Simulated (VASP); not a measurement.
Wanted: the native input for a VASP 6.6.1 run.

| Item | Value |
| --- | --- |
| Task | single point |
| Functional | PBE |
| Dispersion | D3(BJ) |
| Potentials or basis | VASP PAW PBE potentials, release 64 (O) |
| Cutoff | 520 eV |
| k mesh | 1 × 1 × 1 |
| Occupations | fermi-dirac, width 0.02 eV |
| Spin | collinear spin, ferromagnetic start |
| Starting moments | [0.56, 0.56, 0.56, 0.56, 0.56, 0.56, 0.56, 0.56, 0.56, 0.56, 0.56, 0.56, 0.56, 0.56, 0.56, 0.56, 0.56, 0.56, 0.56, 0.55] μB |
| Dipole correction | no |
| Further INCAR settings | LREAL = Auto; ALGO = Normal; EDIFF = 1e-06; NBANDS = 80 |

The structure of O lies in POSCAR:

```
O
1.0
    7.7749800000      0.0000000000      0.0000000000
    0.0000000000      7.7749800000      0.0000000000
    0.0000000000      0.0000000000      7.7749800000
O
20
Direct
    0.6234228255      0.1575180901      0.2453639752
    0.4870880697      0.1154986894      0.1741998050
    0.4943421076      0.6755001299      0.0458522080
    0.3703289269      0.7690566407      0.0686175399
    0.9668577926      0.6529534481      0.7066770590
    0.8781630306      0.5655062778      0.8064200808
    0.3761295849      0.5068051622      0.7037188520
    0.3312291479      0.3652999750      0.6656994616
    0.6743425707      0.2201806307      0.7477575505
    0.7779698469      0.1585984787      0.6442074449
    1.0570573815      0.9154235767      0.9848256844
    0.9166197212      0.9769800051      1.0159254429
    0.1379424770      0.0509326069      0.4962070642
    0.1378267211     -0.0802059941      0.4122582952
    0.7746000633      0.5022520958      0.2775441223
    0.8934042274      0.5981751722      0.2923608807
    0.1518460498      0.2756277187      0.0196399219
    0.2068043905      0.3227789653      0.1612222797
    0.6421367000      0.7880277506      0.6263424472
    0.6009918997      0.7635132180      0.4806957703
```

One way to write it, as run:

INCAR

```
SYSTEM = O
ALGO = Normal
EDIFF = 1E-6
ENCUT = 520
GGA = PE
ISIF = 2
ISMEAR = -1
ISPIN = 2
IVDW = 12
LASPH = .TRUE.
LCHARG = .FALSE.
LORBIT = 11
LREAL = Auto
LWAVE = .FALSE.
MAGMOM = 0.56 0.56 0.56 0.56 0.56 0.56 0.56 0.56 0.56 0.56 0.56 0.56 0.56 0.56 0.56 0.56 0.56 0.56 0.56 0.55
NBANDS = 80
NELM = 150
PREC = Accurate
SIGMA = 0.02
```

KPOINTS

```
k-points
0
G
  1 1 1
  0 0 0
```

Potentials or basis: VASP PAW PBE potentials, release 64 (O).

Launch:

```console
$ cat potpaw_PBE.64/O/POTCAR > POTCAR
$ mpirun -np 1 vasp_gam > vasp.out
```

Results of the run:

The pressure is 1.8 GPa, the largest force is 3.509 eV/Å and the net moment is 20.00 μB per cell. The site moments are O +0.81, +0.80, +0.82 (each value once) μB and the valence electrons inside the program's atomic spheres are O 4.88, 4.91, 4.96, 4.95, 4.92, 4.89 (each value once). The dispersion energy per atom is -0.031 eV.

Caveat: the k points lie up to 0.81 Å⁻¹ apart, too coarse for converged energies, forces and pressures; the standard files for N, O and F lose accuracy on very short bonds.

Wall time 3.2 min on 1 thread of AMD EPYC 7R13, on a shared host, peak memory 0.56 GiB.
